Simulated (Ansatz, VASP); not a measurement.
# Two plane-wave programs on ZrC

File INCAR:

```
PREC = Accurate
ENCUT = 600
EDIFF = 1E-6
ISMEAR = 0
SIGMA = 0.1
LREAL = F
LASPH = T
NELM = 60
ALGO = Normal
ISIF = 3
LWAVE = F
LCHARG = F
GGA = PE
IBRION = 2
NSW = 100
EDIFFG = -0.01
```

File KPOINTS:

```
regular mesh
0
Gamma
  18 18 18
```

The input POSCAR:

```
ZrC
1.0
    3.2843461673      0.0000000000      0.0000000000
   -1.6421730837      2.8443272157      0.0000000000
    0.0000000000      0.0000000000      2.9189114455
Zr C
1 1
Direct
    0.0000000000      0.0000000000      0.0000000000
    0.6666666667      0.3333333333      0.5000000000
```

Input for Ansatz:

```yaml
crystal:
  lattice:
    - [3.2843461673, 0.0, 0.0]
    - [-1.6421730837, 2.8443272157, 0.0]
    - [0.0, 0.0, 2.9189114455]
  atoms:
    - { symbol: Zr, position: [0.0, 0.0, 0.0] }
    - { symbol: C, position: [0.6666666667, 0.3333333333, 0.5] }
basis:
  ecutwfc: 420
kpoints:
  mp_grid: { grid: [18, 18, 18] }
hamiltonian:
  xc: pbe
scf:
  occupations: { method: gaussian, width: 0.1 }
output:
  forces: true
  stress: true
  eigenvalues: true
relax:
  adjacent_minimum: "off"
  f_tol: 0.01
  max_steps: 80
  cell: { stress_tol: 0.05 }
```

Change from the starting cell: species swapped into the WC type (P-6m2, No. 187).

Alike in both runs: task relaxation of cell and atoms; functional PBE; k mesh 18 × 18 × 18; occupations gaussian, width 0.1 eV; no spin polarisation.

```csv
,VASP,Ansatz
version,VASP 6.6.1,Ansatz 0.2.0
potentials or method,"VASP PAW PBE potentials, release 64 (Zr_sv, C), cutoff 600 eV","scalar-relativistic, plane waves, PAW"
valence electrons in the cell,16,16
```

```tsv
	VASP	Ansatz	Ansatz less VASP
gap on the k mesh at the Fermi level, each at its own relaxed structure (eV)	none	none	-
relaxed volume (Å³/atom)	13.62	13.61	-0.010
relaxed cell length with the largest relative difference (Å)	2.941	2.940	-0.0008
```

A gap of «none» marks a metal or a gap that the smearing closes.
